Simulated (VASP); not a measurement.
Write the native input for VASP 6.6.1 that does the following.

```yaml
Task: single point
Functional: PBE
Potentials_or_basis: VASP PAW PBE potentials, release 64 (Ta_pv)
Cutoff: 520 eV
k_mesh: 22 × 22 × 22
Occupations: gaussian, width 0.15 eV
Spin: no spin polarisation
Dipole_correction: no
Further_INCAR_settings: ALGO = Fast; EDIFF = 1e-07; NBANDS = 12
```

The structure of Ta lies in POSCAR:

```
Ta
1.0
   -1.6512800000      1.6512800000      1.6512800000
    1.6512800000     -1.6512800000      1.6512800000
    1.6512800000      1.6512800000     -1.6512800000
Ta
1
Direct
    0.0000000000      0.0000000000      0.0000000000
```

The input as run:

INCAR

```
ALGO = Fast
EDIFF = 1E-7
ENCUT = 520
GGA = PE
ISIF = 2
ISMEAR = 0
LASPH = T
LCHARG = F
LREAL = F
LWAVE = F
NBANDS = 12
NELM = 100
PREC = Accurate
SIGMA = 0.15
```

KPOINTS

```
k-points
0
Gamma
  22 22 22
```

Potentials or basis: VASP PAW PBE potentials, release 64 (Ta_pv).

Run with:

```console
$ cat potpaw_PBE.64/Ta_pv/POTCAR > POTCAR
$ mpirun -np 1 vasp_std > vasp.out
```

Results of the run:

```
Pressure : 3.3 GPa
```

Wall time 30 s on 1 thread of Intel Xeon 6975P-C, with other jobs on the host, peak memory 0.2 GiB.
